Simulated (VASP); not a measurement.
Wanted: the native input for a VASP 6.6.1 run.

* Task: single point
* Functional: PBE
* Potentials or basis: VASP PAW PBE potentials, release 64 (Cd, Te)
* Cutoff: 520 eV
* k mesh: 8 × 8 × 8
* Occupations: gaussian, width 0.05 eV
* Spin: no spin polarisation
* Dipole correction: no
* Further INCAR settings: ALGO = Normal; EDIFF = 1e-06; NBANDS = 16

The structure of CdTe lies in POSCAR:

```
CdTe
1.0
    0.0000000000      3.3011500000      3.1088500000
    3.3011500000      0.0000000000      3.1088500000
    3.3011500000      3.3011500000      0.0000000000
Cd Te
1 1
Direct
    0.0000000000      0.0000000000      0.0000000000
    0.7500000000      0.7500000000      0.7500000000
```

This cell differs from its parent crystal: strain +0.030 along x and y, -0.030 along z.

One way to write it, as run:

INCAR

```
SYSTEM = CdTe
PREC     = Accurate       ! precision mode
ENCUT    = 520            ! plane-wave cutoff, eV
EDIFF    = 1E-6           ! SCF threshold, eV
ISMEAR   = 0              ! smearing method
SIGMA    = 0.05           ! smearing width, eV
LREAL    = .FALSE.        ! projectors in reciprocal space
LASPH    = .TRUE.         ! aspherical terms in the spheres
NELM     = 100            ! most SCF steps
ALGO     = Normal         ! electronic algorithm
ISIF     = 2              ! what is computed and relaxed
LWAVE    = .FALSE.        ! write WAVECAR
LCHARG   = .FALSE.        ! write CHGCAR
GGA      = PE             ! functional
NBANDS   = 16             ! bands
```

KPOINTS

```
Automatic mesh
0
G
  8 8 8
  0 0 0
```

Potentials or basis: VASP PAW PBE potentials, release 64 (Cd, Te).

Run with:

```sh
$ cat potpaw_PBE.64/Cd/POTCAR potpaw_PBE.64/Te/POTCAR > POTCAR
$ mpirun -np 1 vasp_std > vasp.out
```

It gave:

```
Pressure               : 2.9 GPa
Band gap on the k mesh : 0.66 eV
```

Caveat: the cell differs from its parent crystal (strain +0.030 along x and y, -0.030 along z); semilocal functionals underestimate gaps, and a narrow one can read as zero; spin-orbit coupling is left out, which moves the levels of the heavy elements.

It took 80 s on 1 thread of Intel Xeon 8259CL (shared host), peak memory 0.24 GiB.
